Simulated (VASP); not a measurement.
# PtBr2 (P4/mmm) in VASP: further runs, part 2 of 2

VASP 6.6.1.

**3. Relaxation of cell and atoms, PBE**

This run uses another cell than the first one, of 23.46 Å³/atom, 0.954 times its volume.

Contents of INCAR:

```
SYSTEM = PtBr2
ALGO = Normal
EDIFF = 1E-6
EDIFFG = -0.01
ENCUT = 600
GGA = PE
IBRION = 2
ISIF = 3
ISMEAR = 0
LASPH = .True.
LCHARG = .False.
LREAL = .False.
LWAVE = .False.
NELM = 60
NSW = 100
PREC = Accurate
SIGMA = 0.1
```

Contents of KPOINTS:

```
k-points
0
Gamma
  12 12 10
  0 0 0
```

Contents of POSCAR:

```
PtBr2
1.0
    3.6783694800      0.0000000000      0.0000000000
    0.0000000000      3.6783694800      0.0000000000
    0.0000000000      0.0000000000      5.2020000000
Pt Br
1 2
Direct
    0.0000000000      0.0000000000      0.0000000000
    0.0000000000      0.0000000000      0.5000000000
    0.5000000000      0.5000000000      0.0000000000
```

Potentials or basis: VASP PAW PBE potentials, release 64 (Pt, Br).

Run with:

```console
$ cat potpaw_PBE.64/Pt/POTCAR potpaw_PBE.64/Br/POTCAR > POTCAR
$ mpirun -np 1 vasp_std > vasp.out
```

OUTCAR:

```text
SYSTEM = PtBr2
   EDIFF = 1E-6
   EDIFFG = -0.01
   ENCUT = 600
   GGA = PE
   IBRION = 2
   ISIF = 3
   ISMEAR = 0
   LASPH = .True.
   LREAL = .False.
   NELM = 60
   NSW = 100
   PREC = Accurate

 ion  position               nearest neighbor table
   1  0.000  0.000  0.000-   2 2.60   2 2.60   3 2.60   3 2.60   3 2.60   3 2.60
   2  0.000  0.000  0.500-   1 2.60   1 2.60
   3  0.500  0.500  0.000-   1 2.60   1 2.60   1 2.60   1 2.60

  LATTYP: Found a simple tetragonal cell.
 ALAT       =     3.6783694800
 C/A-ratio  =     1.4142135607

  Lattice vectors:

 A1 = (   3.6783694800,   0.0000000000,   0.0000000000)
 A2 = (   0.0000000000,   3.6783694800,   0.0000000000)
 A3 = (   0.0000000000,   0.0000000000,   5.2020000000)

Analysis of symmetry for initial positions (statically):
=====================================================================
 Subroutine PRICEL returns:
 Original cell was already a primitive cell.

 Routine SETGRP: Setting up the symmetry group for a
 simple tetragonal supercell.

 Subroutine GETGRP returns: Found 16 space group operations
 (whereof 16 operations were pure point group operations)
[... 171 lines left out ...]

  FORCE on cell =-STRESS in cart. coord.  units (eV):
  Direction    XX          YY          ZZ          XY          YZ          ZX
  --------------------------------------------------------------------------------------
  -------------------------------------------------------------------------------------
  Total        2.4418605      2.4418605     -0.6664389      0.0000000     -0.0000000      0.0000000
  in kB       55.5840743     55.5840743    -15.1701492      0.0000000     -0.0000000      0.0000000
  external PRESSURE =      31.9993331 kB  Pullay stress =       0.0000000 kB
[... 135 lines left out ...]
--------------------------------------- Ionic step        5  -------------------------------------------

 number of electron      23.9999999 magnetization

 Free energy of the ion-electron system (eV)
  ---------------------------------------------------
  ext. energy  EPLUGINS =         0.00000000
  ---------------------------------------------------
  free energy    TOTEN  =        -9.16303340 eV

  energy without entropy =       -9.15204331  energy(sigma->0) =       -9.15753835

 E-fermi :   3.2528     XC(G=0):  -9.6402

 val. band max:        3.2520791163   @ k =   0.0833   0.0000   0.4000
 cond. band min:       3.2540220614   @ k =   0.5000   0.0833   0.4000
 fundamental gap:      0.0019429451
 Fermi energy:         3.2528221530

 k-point     1 :       0.0000    0.0000    0.0000
  band No.  band energies     occupation
      1     -12.7065      2.00000
      2     -11.2440      2.00000
      3      -1.2964      2.00000
      4      -0.0307      2.00000
      5      -0.0307      2.00000
      6       0.2749      2.00000
[... 433 lines left out ...]
      3      -2.3322      2.00000
      4      -1.7359      2.00000
      5      -0.1833      2.00000
      6       0.2520      2.00000
[... 8 lines left out ...]
     15      10.3389      0.00000
     16      11.8745      0.00000

 [... further k-points ...]
[... 5 lines left out ...]
  --------------------------------------------------------------------------------------
  -------------------------------------------------------------------------------------
  Total        0.0122724      0.0122724      0.0029686      0.0000000      0.0000000      0.0000000
  in kB        0.2667072      0.2667072      0.0645143      0.0000000      0.0000000      0.0000000
  external PRESSURE =       0.1993096 kB  Pullay stress =       0.0000000 kB
[... 18 lines left out ...]
  FREE ENERGIE OF THE ION-ELECTRON SYSTEM (eV)
  ---------------------------------------------------
  free  energy   TOTEN  =        -9.1630334003 eV

  energy  without entropy=       -9.1520433088  energy(sigma->0) =       -9.15753835

 reached required accuracy - stopping structural energy minimisation
```

CONTCAR:

```text
PtBr2
   1.00000000000000
     3.7993539562518746    0.0000000000000000    0.0000000000000000
     0.0000000000000000    3.7993539562518746    0.0000000000000000
    -0.0000000000000000   -0.0000000000000000    5.1072277781161537
  Pt              Br
     1     2
Direct
     0.0000000000000000    0.0000000000000000    0.0000000000000000
     0.0000000000000000    0.0000000000000000    0.5000000000000000
     0.5000000000000000    0.5000000000000000    0.0000000000000000

  0.00000000E+00  0.00000000E+00  0.00000000E+00
  0.00000000E+00  0.00000000E+00  0.00000000E+00
  0.00000000E+00  0.00000000E+00  0.00000000E+00
```

It took 11 min on 1 thread of Intel Xeon 6975P-C, shared host; peak memory 0.39 GiB.

Results:

```yaml
Free_energy: -9.1630 eV
Relaxed_volume: 24.57 Å³/atom
Relaxed_cell: a = 3.799 Å, b = 3.799 Å, c = 5.107 Å, α = 90.00°, β = 90.00°, γ = 90.00°
Space_group_after_relaxing_to_0.05_Å: P4/mmm (No. 123)
Energy_gained_by_relaxing: 27.1 meV/atom
Ionic_steps: 5
Pressure_after_relaxing: 0.0 GPa
Band_gap_on_the_k_mesh: zero (band 12 reaches 5.00 eV, above the bottom of band 13 at 1.90 eV)
```

Step by step:
| step | energy change (eV) | largest force (eV/Å) | pressure (GPa) | volume (Å³) |
| --- | --- | --- | --- | --- |
| 1 | 0.0000 | 0.0000 | 3.20 | 70.39 |
| 2 | -0.0751 | 0.0000 | -1.28 | 75.21 |
| 3 | -0.0775 | 0.0000 | -0.69 | 74.39 |
| 4 | -0.0808 | 0.0000 | 0.27 | 73.50 |
| 5 | -0.0812 | 0.0000 | 0.02 | 73.72 |

Final structure:
```xyz
3
Lattice="3.7994 0.0000 0.0000 0.0000 3.7994 0.0000 0.0000 0.0000 5.1072" Properties=species:S:1:pos:R:3 pbc="T T T"
Pt    0.0000    0.0000    0.0000
Br    0.0000    0.0000    2.5536
Br    1.8997    1.8997    0.0000
```

Caveat: spin-orbit coupling is left out, which moves the levels of the heavy elements.
